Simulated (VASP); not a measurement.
# Ca4Dy (P4/mmm) in VASP: a series of runs, part 2 of 2

VASP 6.6.1. The steps go on from the part before.

**3. Relaxation of cell and atoms, PBE**

This run uses another cell than the first one, of 39.07 Å³/atom.

The input, INCAR:

```
SYSTEM = Ca4Dy
ALGO = Normal ; EDIFF = 1E-7
EDIFFG = -0.04 ; ENCUT = 500
GGA = PE ; GGA_COMPAT = .FALSE.
IBRION = 2 ; ISIF = 3
ISMEAR = 0 ; LASPH = .TRUE.
LCHARG = .FALSE. ; LMAXMIX = 6
LREAL = .FALSE. ; LWAVE = .FALSE.
NELM = 200 ; NELMIN = 4
NSW = 90 ; PREC = Accurate
SIGMA = 0.1
```

The input, KPOINTS:

```
k-points
0
G
  4 4 2
  0 0 0
```

The input, POSCAR:

```
Ca4Dy
1.0
    5.0450482574      0.0000000000      0.0000000000
    0.0000000000      5.0450482574      0.0000000000
    0.0000000000      0.0000000000      7.6752840146
Ca Dy
4 1
Direct
    0.0000000000      0.5000000000      0.5000000000
    0.5000000000      0.0000000000      0.5000000000
    0.0000000000      0.0000000000      0.2008073381
    0.0000000000      0.0000000000      0.7991926619
    0.5000000000      0.5000000000      0.0000000000
```

Potentials or basis: VASP PAW PBE potentials, release 64 (Ca_sv, Dy_3), 4f in core.

Launch:

```sh
cat potpaw_PBE.64/Ca_sv/POTCAR potpaw_PBE.64/Dy_3/POTCAR > POTCAR
mpirun -np 1 vasp_std > vasp.out
```

OUTCAR:

```text
SYSTEM = Ca4Dy
   EDIFF = 1E-7
   EDIFFG = -0.04
   ENCUT = 500
   GGA = PE
   IBRION = 2
   ISIF = 3
   ISMEAR = 0
   LASPH = .TRUE.
   LREAL = .FALSE.
   NELM = 200
   NELMIN = 4
   NSW = 90
   PREC = Accurate

 ion  position               nearest neighbor table
   1  0.000  0.500  0.500-
   2  0.500  0.000  0.500-
   3  0.000  0.000  0.201-   4 3.08
   4  0.000  0.000  0.799-   3 3.08
   5  0.500  0.500  0.000-

  LATTYP: Found a simple tetragonal cell.
 ALAT       =     5.0450482574
 C/A-ratio  =     1.5213499699

  Lattice vectors:

 A1 = (   5.0450482574,   0.0000000000,   0.0000000000)
 A2 = (   0.0000000000,   5.0450482574,   0.0000000000)
[... 280 lines left out ...]
  FREE ENERGIE OF THE ION-ELECTRON SYSTEM (eV)
  ---------------------------------------------------
  free  energy   TOTEN  =       -10.1793990664 eV

  energy  without entropy=      -10.1366198163  energy(sigma->0) =      -10.15800944

[... ionic steps 4 to 9 ...]

--------------------------------------- Ionic step       10  -------------------------------------------

 number of electron      49.0000014 magnetization

------------------------ aborting loop because EDIFF is reached ----------------------------------------
[... 73 lines left out ...]
--------------------------------------- Ionic step       12  -------------------------------------------

 number of electron      49.0000007 magnetization

 Free energy of the ion-electron system (eV)
  ---------------------------------------------------
  ext. energy  EPLUGINS =         0.00000000
  ---------------------------------------------------
  free energy    TOTEN  =       -10.37140935 eV

  energy without entropy =      -10.34381304  energy(sigma->0) =      -10.35761120

 E-fermi :   1.9111     XC(G=0):  -8.0092

 val. band max:        1.9076766368   @ k =   0.5000   0.5000   0.0000
 cond. band min:       1.9732200446   @ k =   0.5000   0.5000   0.5000
 fundamental gap:      0.0655434079
 Fermi energy:         1.9110591848

 k-point     1 :       0.0000    0.0000    0.0000
  band No.  band energies     occupation
      1     -39.8512      2.00000
      2     -39.7787      2.00000
      3     -39.7350      2.00000
      4     -39.7264      2.00000
      5     -22.5901      2.00000
      6     -22.4779      2.00000
[... 405 lines left out ...]
  FREE ENERGIE OF THE ION-ELECTRON SYSTEM (eV)
  ---------------------------------------------------
  free  energy   TOTEN  =       -10.3714093476 eV

  energy  without entropy=      -10.3438130427  energy(sigma->0) =      -10.35761120

 reached required accuracy - stopping structural energy minimisation
```

OSZICAR:

```text
N       E                     dE             d eps       ncg     rms          rms(c)
DAV:   1     0.458349193092E+03    0.45835E+03   -0.23233E+04   704   0.148E+03
DAV:   2     0.256089359037E+02   -0.43274E+03   -0.42804E+03   696   0.477E+02
DAV:   3    -0.601927086487E+01   -0.31628E+02   -0.30373E+02  1200   0.879E+01
DAV:   4    -0.102947107435E+02   -0.42754E+01   -0.41461E+01  1152   0.258E+01
[... 155 lines left out ...]
DAV:   5    -0.103714107223E+02    0.12391E-04   -0.20862E-04   914   0.972E-02    0.605E-02
DAV:   6    -0.103714106436E+02    0.78665E-07   -0.20086E-04   926   0.919E-02    0.108E-02
DAV:   7    -0.103714098118E+02    0.83188E-06   -0.12041E-05  1028   0.259E-02    0.487E-03
DAV:   8    -0.103714092807E+02    0.53107E-06   -0.17876E-06   990   0.770E-03    0.167E-03
DAV:   9    -0.103714093476E+02   -0.66901E-07   -0.16410E-07   583   0.288E-03
  12 F= -.10371409E+02 E0= -.10357611E+02  d E =-.121590E-02
```

CONTCAR:

```text
Ca4Dy
   1.00000000000000
     4.6903843079561547    0.0000000000000000    0.0000000000000000
     0.0000000000000000    4.6903843079561547   -0.0000000000000000
    -0.0000000000000000    0.0000000000000000    9.2822256167885229
  Ca              Dy
     4     1
Direct
     1.0000000000000000    0.5000000000000000    0.5000000000000000
     0.5000000000000000    0.0000000000000000    0.5000000000000000
     1.0000000000000000    0.0000000000000000    0.1889268501226308
     0.0000000000000000    0.0000000000000000    0.8110731498773691
     0.5000000000000000    0.5000000000000000    0.0000000000000000

  0.00000000E+00  0.00000000E+00  0.00000000E+00
  0.00000000E+00  0.00000000E+00  0.00000000E+00
  0.00000000E+00  0.00000000E+00  0.00000000E+00
  0.00000000E+00  0.00000000E+00  0.00000000E+00
  0.00000000E+00  0.00000000E+00  0.00000000E+00
```

Run time: 9.5 min. Hardware: 1 thread of AMD EPYC 7R13 (Zen 3), shared host; peak memory 0.3 GiB.

What came out:

```
Free energy                           : -10.3714 eV
Relaxed volume                        : 40.84 Å³/atom
Relaxed cell                          : a = 4.690 Å, b = 4.690 Å, c = 9.282 Å, α = 90.00°, β = 90.00°, γ = 90.00°
Space group after relaxing (to 0.1 Å) : P4/mmm (No. 123)
Energy gained by relaxing             : 74.7 meV/atom
Ionic steps                           : 12
Pressure after relaxing               : 0.0 GPa
Largest force after relaxing          : 0.033 eV/Å
Band gap on the k mesh                : zero (an odd number of electrons rules out a gap without spin polarisation)
```

Forces in eV/Å, atoms in the order of the input:
```
Ca   0.000  0.000  0.000
Ca   0.000  0.000  0.000
Ca   0.000  0.000 -0.033
Ca   0.000  0.000  0.033
Dy   0.000  0.000  0.000
```

The path:
```csv
step,energy change (eV),largest force (eV/Å),pressure (GPa),volume (Å³)
1,0.0000,0.0551,1.26,195.36
2,-0.1204,0.1440,0.35,204.06
3,-0.1815,0.2343,-0.68,216.17
4,-0.2490,0.2361,-0.50,212.51
5,-0.3490,0.1906,0.06,203.20
6,-0.0355,0.2661,2.82,182.33
7,-0.3606,0.1471,0.25,200.78
8,-0.3617,0.1177,0.48,198.43
9,-0.3623,0.1267,0.42,199.07
10,-0.3723,0.0486,0.06,203.62
11,-0.3723,0.0513,0.07,203.45
12,-0.3735,0.0335,0.00,204.21
```

Final structure:
```yaml
crystal:
  lattice:
    - [4.69038, 0.00000, 0.00000]
    - [0.00000, 4.69038, 0.00000]
    - [0.00000, 0.00000, 9.28223]
  atoms:
    - { symbol: Ca, position: [0.00000, 0.50000, 0.50000] }
    - { symbol: Ca, position: [0.50000, 0.00000, 0.50000] }
    - { symbol: Ca, position: [0.00000, 0.00000, 0.18893] }
    - { symbol: Ca, position: [0.00000, 0.00000, 0.81107] }
    - { symbol: Dy, position: [0.50000, 0.50000, 0.00000] }
```

Caveat: the k points lie up to 0.34 Å⁻¹ apart in the final cell, too coarse for converged energies and pressures of a metal; a cell axis changed by over 15 % at a fixed basis, so the end point is rough; spin-orbit coupling is left out, which moves the levels of the heavy elements; the 4f electrons are frozen in the core, so they carry no moment and show no levels. Spin polarisation is off, so any magnetic state and its effect on volume and gap are missing.
